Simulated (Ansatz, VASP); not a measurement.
One calculation of Co, two programs

Contents of POSCAR:

```
Co
1.0
    0.0000000000      2.2498724596      2.2498724596
    2.2498724596      0.0000000000      2.2498724596
    2.2498724596      2.2498724596      0.0000000000
Co
2
Direct
    0.0000000000      0.0000000000      0.0000000000
    0.5000000000      0.5000000000      0.5000000000
```

The input INCAR.step1:

```
PREC = Accurate
ENCUT = 520
ISMEAR = -1
SIGMA = 0.05
LREAL = F
LASPH = T
NELM = 150
ISPIN = 2
MAGMOM = -2.018 -2.018
LMAXMIX = 4
NBANDS = 20
GGA = PE
ALGO = Normal
EDIFF = 1E-4
LWAVE = T
LCHARG = F
```

File INCAR.step2:

```
PREC = Accurate
ENCUT = 520
EDIFF = 1E-7
ISMEAR = -1
SIGMA = 0.05
LREAL = F
LASPH = T
NELM = 150
ALGO = Normal
ISIF = 2
LWAVE = F
LCHARG = F
ISPIN = 2
MAGMOM = -2.018 -2.018
LORBIT = 11
LMAXMIX = 4
METAGGA = R2SCAN
LMIXTAU = T
NBANDS = 20
ISTART = 1
```

KPOINTS

```
regular mesh
0
Gamma
  14 14 14
```

Input for Ansatz:

```yaml
crystal:
  lattice:
    - [0.0, 2.2498724596, 2.2498724596]
    - [2.2498724596, 0.0, 2.2498724596]
    - [2.2498724596, 2.2498724596, 0.0]
  atoms:
    - { symbol: Co, position: [0.0, 0.0, 0.0], spin: -2.018 }
    - { symbol: Co, position: [0.5, 0.5, 0.5], spin: -2.018 }
hamiltonian:
  xc: r2scan
  pseudopotentials:
    kind: paw
    azcp:
      Co: "pseudopotentials/Co.paw.azcp"
basis:
  ecutwfc: 500
  fft_grid_basis: typed
kpoints:
  mp_grid: { grid: [14, 14, 14], shift: [0, 0, 0] }
magnetization:
  spin_polarized: true
scf:
  occupations: { method: fermi_dirac, width: 0.05 }
  lower_state_search: "off"
output:
  stress: true
```

Alike in both runs: task single point; functional r2SCAN; k mesh 14 × 14 × 14; occupations fermi-dirac, width 0.05 eV; collinear spin.

```csv
,VASP,Ansatz
version,VASP 6.6.1,Ansatz 0.2.0
potentials or method,"VASP PAW PBE potentials, release 64 (Co), cutoff 520 eV","plane waves (500 eV) with PAW, scalar-relativistic"
valence electrons in the cell,18,34
```

|  | VASP | Ansatz | Ansatz less VASP |
| --- | --- | --- | --- |
| pressure (GPa) | 19.4 | 20.0 | +0.55 |
| net moment per atom (μB) | 1.96 | 1.99 | +0.022 |
| size of the moment on the site where the two differ most (μB) | 2.00 | 2.03 | +0.034 |

VASP's potentials were made for PBE, not for r2SCAN. Site moments also hang on the region over which each program counts them. VASP's potentials hold 18 valence electrons a cell and Ansatz's 34, so a difference there can come from the potentials and not from the codes. Ansatz's warnings: stability check not made.
